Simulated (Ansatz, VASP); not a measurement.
**Two plane-wave programs on Ru**

INCAR

```
SYSTEM = Ru
PREC = Accurate
ENCUT = 520
EDIFF = 1E-7
ISMEAR = 0
SIGMA = 0.1
LREAL = .False.
LASPH = .True.
NELM = 60
ALGO = Fast
ISIF = 2
LWAVE = .False.
LCHARG = .False.
GGA = PE
NBANDS = 21
```

The input KPOINTS:

```
Automatic mesh
0
Gamma
  6 6 6
  0 0 0
```

POSCAR

```
Ru
1.0
    1.5599797362      0.9006547206      3.7354709579
   -1.5599797362      0.9006547206      3.7354709579
    0.0000000000     -1.8013094413      3.7354709579
Ru
2
Direct
    0.0577000000      0.0577000000      0.0577000000
    0.9423000000      0.9423000000      0.9423000000
```

Input for Ansatz:

```yaml
crystal:
  lattice:
    - [1.5599797362, 0.9006547206, 3.7354709579]
    - [-1.5599797362, 0.9006547206, 3.7354709579]
    - [0.0, -1.8013094413, 3.7354709579]
  atoms:
    - { symbol: Ru, position: [0.0577, 0.0577, 0.0577] }
    - { symbol: Ru, position: [0.9423, 0.9423, 0.9423] }
basis:
  ecutwfc: 420
kpoints:
  mp_grid: { grid: [6, 6, 6] }
hamiltonian:
  xc: pbe
scf:
  occupations: { method: gaussian, width: 0.1 }
  lower_state_search: "off"
output:
  forces: true
  stress: true
  eigenvalues: true
```

Alike in both runs: task single point; functional PBE; k mesh 6 × 6 × 6; occupations gaussian, width 0.1 eV; no spin polarisation.

```csv
,VASP,Ansatz
version,VASP 6.6.1,Ansatz 0.2.0
potentials or method,"VASP PAW PBE potentials, release 64 (Ru_pv), cutoff 520 eV","scalar-relativistic, plane waves, PAW"
valence electrons in the cell,28,32
```

```tsv
	VASP	Ansatz	Ansatz less VASP
gap on the k mesh at the Fermi level (eV)	none	none	-
rms of the force components (eV/Å)	120.096	145.322	+25.2264
```

Atom by atom the forces differ by 25.226 eV/Å (rms over components). A gap of «none» marks a metal or a gap that the smearing closes. With one functional, cell and mesh, what is left measures potentials, basis and numerics. VASP's potentials hold 28 valence electrons a cell and Ansatz's 32, so a difference there can come from the potentials and not from the codes.

The k mesh is coarse, so the values compare programs but aren't converged.
